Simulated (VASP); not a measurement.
Runs of VASP 6.6.1 on Yb. The structure is that of space group Im-3m (No. 229), or close to it. The cells are those of the table. This isn't the form of Yb at room conditions, which is fcc.

| level | spin | fixed moment (μB) | cell | k mesh | gap on the mesh (eV) | pressure (GPa) | moment (μB) |
| --- | --- | --- | --- | --- | --- | --- | --- |
| PBE | collinear, ferromagnetic start | 1.2 | a = 3.726 Å, angles 109.5°, 1 atom | 7 × 7 × 7 | - | -1.7 | 1.20 |
| PBE | collinear, zero start | 0.0 | a = 3.726 Å, angles 109.5°, 1 atom | 7 × 7 × 7 | - | -1.7 | 0.00 |
| PBE | off | - | a = 3.726 Å, angles 109.5°, 1 atom | 9 × 9 × 9 | none | -37.7 | - |
| PBEsol | collinear, ferromagnetic start | 0.8 | a = 3.726 Å, angles 109.5°, 1 atom | 7 × 7 × 7 | - | -4.4 | 0.80 |
| PBEsol | collinear, zero start | 0.0 | a = 3.726 Å, angles 109.5°, 1 atom | 7 × 7 × 7 | - | -4.2 | 0.00 |
| PBE | collinear, ferromagnetic start | - | a = 3.701 Å, angles 109.5°, 1 atom | 9 × 9 × 9 | none | (b) | 0.00 |
| PBEsol | off | - | a = 3.726 Å, angles 109.5°, 1 atom | 9 × 9 × 9 | none | (a) | - |
| PBE | collinear, ferromagnetic start | 1.5 | a = 3.726 Å, angles 109.5°, 1 atom | 7 × 7 × 7 | - | -3.2 | 1.50 |

Alike in all rows: task single point; potentials or basis VASP PAW PBE potentials, release 64 (Yb); cutoff (eV) 520; smearing fermi-dirac 0.05 eV.

**Question.** Estimate the missing entries.

**Answer.** (a) -2.6; (b) -3.1.

Caveats: spin-orbit coupling is left out, which moves the levels of the heavy elements; the total moment is fixed, so each spin has its own Fermi level (at least some runs); the cell stands under tension (at least some runs); the PAW data sets were made with another functional, which shifts forces and pressure a little (at least some runs).

A k mesh can miss the band edges, and the runs leave out spin-orbit coupling on Yb.

A gap of «none» marks levels without a gap at the run's occupations.
